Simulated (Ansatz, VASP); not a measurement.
# BiIr: VASP beside Ansatz

Contents of INCAR:

```
SYSTEM = BiIr
ALGO     = Normal         ! electronic algorithm
EDIFF    = 1E-6           ! SCF threshold, eV
ENCUT    = 500            ! plane-wave cutoff, eV
GGA      = PE             ! functional
GGA_COMPAT= .FALSE.      
ISIF     = 2              ! what is computed and relaxed
ISMEAR   = 0              ! smearing method
LASPH    = .TRUE.         ! aspherical terms in the spheres
LCHARG   = .TRUE.         ! write CHGCAR
LELF     = .TRUE.         ! ELF
LREAL    = .FALSE.        ! projectors in reciprocal space
LVHAR    = .TRUE.       
LWAVE    = .FALSE.        ! write WAVECAR
NBANDS   = 19             ! bands
NELM     = 120            ! most SCF steps
PREC     = Accurate       ! precision mode
SIGMA    = 0.05           ! smearing width, eV
```

File KPOINTS:

```
k-points
0
G
  10 10 10
  0 0 0
```

The input POSCAR:

```
BiIr
1.0
    0.0000000000      3.0101761746      3.0101761746
    3.0101761746      0.0000000000      3.0101761746
    3.0101761746      3.0101761746      0.0000000000
Ir Bi
1 1
Direct
    0.0000000000      0.0000000000      0.0000000000
    0.2500000000      0.2500000000      0.2500000000
```

Input for Ansatz:

```yaml
crystal:
  lattice:
    - [0.0, 3.0101761746, 3.0101761746]
    - [3.0101761746, 0.0, 3.0101761746]
    - [3.0101761746, 3.0101761746, 0.0]
  atoms:
    - { symbol: Ir, position: [0.0, 0.0, 0.0] }
    - { symbol: Bi, position: [0.25, 0.25, 0.25] }
basis:
  ecutwfc: 420
  ecutrho_ratio: 4
kpoints:
  mp_grid: { grid: [10, 10, 10] }
hamiltonian:
  xc: pbe
scf:
  occupations: { method: gaussian, width: 0.05 }
output:
  forces: true
  stress: true
  eigenvalues: true
```

Alike in both runs: task single point; functional PBE; k mesh 10 × 10 × 10; occupations gaussian, width 0.05 eV; no spin polarisation.

|  | VASP | Ansatz |
| --- | --- | --- |
| version | VASP 6.6.1 | Ansatz 0.2.0 |
| potentials or method | VASP PAW PBE potentials, release 64 (Ir, Bi_d), cutoff 500 eV | scalar-relativistic, plane waves, PAW |
| valence electrons in the cell | 24 | 32 |

VASP gave:

```
gap on the k mesh at the Fermi level (eV) : none
pressure (GPa)                            : 5.7
```

Q: Which values does Ansatz return?

A: gap on the k mesh at the Fermi level (eV): none; pressure (GPa): 5.6.

A gap of «none» marks a metal or a gap that the smearing closes. VASP's potentials hold 24 valence electrons a cell and Ansatz's 32, so a difference there can come from the potentials and not from the codes.

Neither program's run includes spin-orbit coupling.
